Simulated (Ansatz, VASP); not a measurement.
Two plane-wave programs on AlN

Contents of INCAR:

```
SYSTEM = AlN
ALGO     = Normal         ! electronic algorithm
EDIFF    = 1E-7           ! SCF threshold, eV
ENCUT    = 520            ! plane-wave cutoff, eV
GGA      = PS             ! functional
ISIF     = 2              ! what is computed and relaxed
ISMEAR   = 0              ! smearing method
LASPH    = .TRUE.         ! aspherical terms in the spheres
LCHARG   = .FALSE.        ! write CHGCAR
LREAL    = .FALSE.        ! projectors in reciprocal space
LWAVE    = .FALSE.        ! write WAVECAR
NBANDS   = 16             ! bands
NELM     = 80             ! most SCF steps
PREC     = Accurate       ! precision mode
SIGMA    = 0.05           ! smearing width, eV
```

KPOINTS

```
k-points
0
G
  9 9 6
  0 0 0
```

Contents of POSCAR:

```
AlN
1.0
    3.2421000000      0.0000000000      0.0000000000
   -1.6210500000      2.8077409616      0.0000000000
    0.0000000000      0.0000000000      4.1412155349
Al N
2 2
Direct
    0.3333333333      0.6666666667      0.7500000000
    0.6666666667      0.3333333333      0.2500000000
    0.3333333333      0.6666666667      0.2500000000
    0.6666666667      0.3333333333      0.7500000000
```

Input for Ansatz:

```yaml
crystal:
  lattice:
    - [3.2421, 0.0, 0.0]
    - [-1.62105, 2.8077409616, 0.0]
    - [0.0, 0.0, 4.1412155349]
  atoms:
    - { symbol: Al, position: [0.3333333333, 0.6666666667, 0.75] }
    - { symbol: Al, position: [0.6666666667, 0.3333333333, 0.25] }
    - { symbol: "N", position: [0.3333333333, 0.6666666667, 0.25] }
    - { symbol: "N", position: [0.6666666667, 0.3333333333, 0.75] }
basis:
  ecutwfc: 520.0
kpoints:
  mp_grid: { grid: [9, 9, 6] }
hamiltonian:
  xc: pbesol
scf:
  occupations: { method: gaussian, width: 0.05 }
output:
  forces: true
  stress: true
  eigenvalues: true
```

Alike in both runs: task single point; functional PBEsol; k mesh 9 × 9 × 6; occupations gaussian, width 0.05 eV; no spin polarisation.

|  | VASP | Ansatz |
| --- | --- | --- |
| version | VASP 6.6.1 | Ansatz 0.2.0 |
| potentials or method | VASP PAW PBE potentials, release 64 (Al, N), cutoff 520 eV | scalar-relativistic, plane waves, PAW |
| valence electrons in the cell | 16 | 16 |

```tsv
	VASP	Ansatz	Ansatz less VASP
gap on the k mesh at the Fermi level (eV)	3.56	3.55	-0.015
least direct gap on the mesh (eV)	3.56	3.55	-0.015
pressure (GPa)	9.0	9.0	+0.03
traceless stress, the component that is largest in VASP (GPa)	-4.03	-3.95	+0.080
```

VASP's potentials were made for PBE, not for PBEsol.
